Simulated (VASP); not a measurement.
# HC2 in VASP: further runs, part 2 of 2

VASP 6.6.1.

## Step 4: Single point, PBEsol

INCAR

```
SYSTEM = HC2
PREC = Accurate ; ENCUT = 520
EDIFF = 1E-6 ; ISMEAR = -1
SIGMA = 0.05 ; LREAL = Auto
LASPH = .True. ; NELM = 60
ALGO = Normal ; ISIF = 2
LWAVE = .False. ; LCHARG = .False.
GGA = PS ; NBANDS = 66
```

KPOINTS

```
Automatic mesh
0
Gamma
  2 2 1
  0 0 0
```

POSCAR

```
HC2
1.0
    5.0487420000      0.0000000000      0.0000000000
    0.0000000000      5.0487420000      0.0000000000
    0.0000000000      0.0000000000     15.1647000000
H C
10 20
Direct
    0.4277897346      0.0000000000      0.0659426167
    0.0722160095      0.0000000000      0.0659426167
    0.9277954786      0.0000000000      0.0659426167
    0.5722217535      0.0000000000      0.0659426167
    0.4277897346      0.5000057440      0.0659426167
    0.0722160095      0.5000057440      0.0659426167
    0.9277954786      0.5000057440      0.0659426167
    0.5722217535      0.5000057440      0.0659426167
    0.2419018441      0.4747321214      0.4036545398
    0.2402182563      0.0343649963      0.4062197076
    0.2500028720      0.0000000000      0.1077963956
    0.7500086160      0.0000000000      0.1077963956
    0.2500028720      0.5000057440      0.1077963956
    0.7500086160      0.5000057440      0.1077963956
    0.2500028720      0.2500028720      0.1666501810
    0.7500086160      0.2500028720      0.1666501810
    0.2500028720      0.7500086160      0.1666501810
    0.7500086160      0.7500086160      0.1666501810
    0.0033869823      0.2525381570      0.2210792169
    0.4958066782      0.2408520776      0.2196218850
   -0.0054072876      0.7553960967      0.2307332160
    0.5044226859      0.7377877499      0.2290253022
    0.0023768297      0.0189750239      0.2825245471
    0.5004414961      0.0110918720      0.2827487520
    0.0010893803      0.4834075498      0.2843841289
    0.4907955289      0.4704142141      0.2809155473
    0.2417830026      0.0875465611      0.3370854682
    0.7501076506      0.1067394610      0.3264027643
    0.2453482471      0.4071707368      0.3348763906
    0.7430761960      0.3855812002      0.3268775512
```

The run is started by

```console
> cat potpaw_PBE.64/H/POTCAR potpaw_PBE.64/C/POTCAR > POTCAR
> mpirun -np 1 vasp_std > vasp.out
```

Run time: 2 min. Hardware: 1 thread of Intel Xeon 6975P-C (Granite Rapids), shared host; peak memory 0.43 GiB.

The run converged. Its results:

```
Free energy            : -208.5687 eV
Largest force          : 8.963 eV/Å
Band gap on the k mesh : 0.88 eV, direct
```

Forces on the atoms (eV/Å):
```
H   -8.957 -0.027  0.034
H    8.962 -0.104  0.017
H   -8.925 -0.096  0.054
H    8.935 -0.019  0.048
H   -8.950  0.085  0.034
H    8.961 -0.002  0.027
H   -8.941 -0.011  0.037
H    8.932  0.076  0.060
H    0.292  0.435  0.003
H    0.016 -0.778  0.387
C   -0.106 -0.188  1.110
C    0.001 -0.068  1.204
C   -0.105  0.171  1.160
C    0.135  0.061  1.197
C   -0.239 -0.289 -4.209
C    0.112 -0.180 -3.319
C   -0.053 -0.186  0.356
C    0.016 -0.324  0.240
C   -0.108 -0.108 -2.122
C   -0.147  0.353 -1.513
C    1.104 -1.030 -0.692
C   -1.215  1.347 -0.124
C   -0.579 -0.697  1.125
C   -0.840 -0.955  1.276
C   -1.076  0.647  0.236
C    1.017  1.490  1.537
C    1.444  0.531 -0.420
C   -0.385  1.023  0.656
C    0.096 -0.292  1.108
C    0.603 -0.862  0.490
```

Levels at points of the mesh, in eV from the valence-band top:
| k point | band 43 | band 44 | band 45 | band 46 | band 47 | band 48 |
| --- | --- | --- | --- | --- | --- | --- |
| (0.00, 0.00, 0.00) | -1.37 | -0.50 | -0.06 | 1.21 | 2.17 | 2.93 |
| (0.50, 0.00, 0.00) | -2.39 | -2.08 | -1.16 | 1.42 | 3.43 | 3.44 |
| (0.00, 0.50, 0.00) | -1.21 | -0.25 | 0.00 | 0.88 | 3.14 | 3.17 |
| (0.50, 0.50, 0.00) | -2.95 | -2.34 | -0.91 | 1.23 | 4.11 | 4.15 |

Caveat: the k points lie up to 0.62 Å⁻¹ apart; the PAW data sets were made with another functional, which shifts forces and pressure a little.

## Step 5: Single point, PBEsol

INCAR

```
SYSTEM = HC2
PREC     = Accurate       ! precision mode
ENCUT    = 520            ! plane-wave cutoff, eV
EDIFF    = 1E-7           ! SCF threshold, eV
ISMEAR   = -1             ! smearing method
SIGMA    = 0.05           ! smearing width, eV
LREAL    = Auto         
LASPH    = .TRUE.         ! aspherical terms in the spheres
NELM     = 80             ! most SCF steps
ALGO     = Normal         ! electronic algorithm
ISIF     = 2              ! what is computed and relaxed
LWAVE    = .FALSE.        ! write WAVECAR
LCHARG   = .FALSE.        ! write CHGCAR
GGA      = PS             ! functional
NBANDS   = 66             ! bands
```

KPOINTS

```
regular mesh
0
G
  2 2 1
  0 0 0
```

POSCAR

```
HC2
1.0
    5.0487420000      0.0000000000      0.0000000000
    0.0000000000      5.0487420000      0.0000000000
    0.0000000000      0.0000000000     15.1647000000
H C
10 20
Direct
    0.4277897346      0.0000000000      0.0659426167
    0.0722160095      0.0000000000      0.0659426167
    0.9277954786      0.0000000000      0.0659426167
    0.5722217535      0.0000000000      0.0659426167
    0.4277897346      0.5000057440      0.0659426167
    0.0722160095      0.5000057440      0.0659426167
    0.9277954786      0.5000057440      0.0659426167
    0.5722217535      0.5000057440      0.0659426167
    0.2547763383      0.4981438941      0.4103872810
    0.2666604869     -0.0259272508      0.4049667979
    0.2500028720      0.0000000000      0.1077963956
    0.7500086160      0.0000000000      0.1077963956
    0.2500028720      0.5000057440      0.1077963956
    0.7500086160      0.5000057440      0.1077963956
    0.2500028720      0.2500028720      0.1666501810
    0.7500086160      0.2500028720      0.1666501810
    0.2500028720      0.7500086160      0.1666501810
    0.7500086160      0.7500086160      0.1666501810
    0.0021985675      0.2540632894      0.2206901554
    0.4995303781      0.2510526385      0.2216990775
    0.0005744005      0.7487607804      0.2324872896
    0.4994709573      0.7540096127      0.2329620764
    0.0048328871      0.0222233578      0.2875361860
    0.4985202254      0.0196880728      0.2876021286
    0.0035058238      0.4862201317      0.2864613214
    0.4971139345      0.4926969926      0.2891781572
    0.2610749371      0.0936074769      0.3403100622
    0.7602884045      0.1156921863      0.3304252639
    0.2594309632      0.4132910733      0.3435148734
    0.7601497561      0.4023180428      0.3338279030
```

The run is started by

```console
> cat potpaw_PBE.64/H/POTCAR potpaw_PBE.64/C/POTCAR > POTCAR
> mpirun -np 1 vasp_std > vasp.out
```

Run time: 2.1 min. Hardware: 1 thread of Intel Xeon 6975P-C (Granite Rapids), shared host; peak memory 0.43 GiB.

Results (log left out):

```
Free energy            : -208.6286 eV
Largest force          : 8.953 eV/Å
Band gap on the k mesh : 0.70 eV, direct
```

Forces on the atoms (eV/Å):
```
H   -8.953 -0.051  0.035
H    8.947 -0.062  0.016
H   -8.913 -0.031  0.047
H    8.910 -0.037  0.056
H   -8.943  0.061  0.017
H    8.939  0.077  0.037
H   -8.921  0.055  0.052
H    8.910  0.047  0.035
H   -0.070 -0.058 -0.045
H   -0.246  1.201 -0.768
C   -0.021 -0.174  1.337
C    0.043 -0.173  1.474
C    0.149  0.168  1.327
C   -0.088  0.164  1.397
C    0.225  0.113 -3.189
C   -0.045  0.274 -2.401
C   -0.044  0.158  1.233
C    0.016  0.079  1.327
C    0.820 -0.326 -0.066
C   -0.475  0.723 -0.168
C    0.182  0.796 -0.659
C    0.041 -0.188 -0.590
C    0.733 -0.593 -0.663
C    1.461  0.346 -0.694
C    0.902  0.078  0.469
C    1.394 -1.050 -0.554
C   -1.172 -1.064  1.594
C   -1.392  1.608  0.567
C   -1.036 -0.046 -0.621
C   -1.351 -2.096 -0.600
```

Levels at points of the mesh, in eV from the valence-band top:
| k point | band 41 | band 42 | band 43 | band 44 | band 45 | band 46 | band 47 | band 48 | band 49 | band 50 |
| --- | --- | --- | --- | --- | --- | --- | --- | --- | --- | --- |
| (0.00, 0.00, 0.00) | -2.65 | -2.57 | -1.33 | -0.63 | -0.11 | 1.03 | 2.07 | 2.94 | 3.67 | 3.75 |
| (0.50, 0.00, 0.00) | -2.75 | -2.52 | -2.30 | -2.27 | -1.15 | 1.26 | 3.31 | 3.32 | 3.78 | 4.30 |
| (0.00, 0.50, 0.00) | -3.65 | -2.40 | -1.09 | -0.35 | 0.00 | 0.70 | 3.03 | 3.06 | 3.53 | 3.66 |
| (0.50, 0.50, 0.00) | -3.30 | -3.20 | -3.14 | -2.51 | -0.84 | 1.05 | 4.03 | 4.05 | 4.10 | 4.12 |

Caveat: the k points lie up to 0.62 Å⁻¹ apart; the PAW data sets were made with another functional, which shifts forces and pressure a little.
